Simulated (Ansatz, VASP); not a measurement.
**One calculation of WSe2, two programs**

```
CELL_PARAMETERS angstrom
3.31436 0.00000 0.00000
-1.65718 2.87032 0.00000
0.00000 0.00000 16.65868
ATOMIC_POSITIONS crystal
W 0.00000 0.00000 0.00000
Se 0.33333 0.66667 0.09970
Se 0.33333 0.66667 0.90030
```

Alike in both runs: task single point; functional r2SCAN; k mesh 12 × 12 × 2; occupations gaussian, width 0.05 eV; no spin polarisation.

|  | VASP | Ansatz |
| --- | --- | --- |
| version | VASP 6.6.1 | Ansatz 0.2.0 |
| potentials or method | VASP PAW PBE potentials, release 64 (W_sv, Se), cutoff 520 eV | scalar-relativistic, plane waves, PAW |
| valence electrons in the cell | 26 | 46 |

Ansatz gave:

```
gap on the k mesh at the Fermi level (eV) : 1.64
least direct gap on the mesh (eV)         : 1.64
rms of the force components (eV/Å)        : 0.000
```

**Question.** What did VASP give for the same quantities?

**Answer.** gap on the k mesh at the Fermi level (eV): 1.64; least direct gap on the mesh (eV): 1.64; rms of the force components (eV/Å): 0.021.

VASP's potentials were made for PBE, not for r2SCAN. Atom by atom the forces differ by 0.021 eV/Å (rms over components). VASP's potentials hold 26 valence electrons a cell and Ansatz's 46, so a difference there can come from the potentials and not from the codes.

Neither program's run includes spin-orbit coupling.
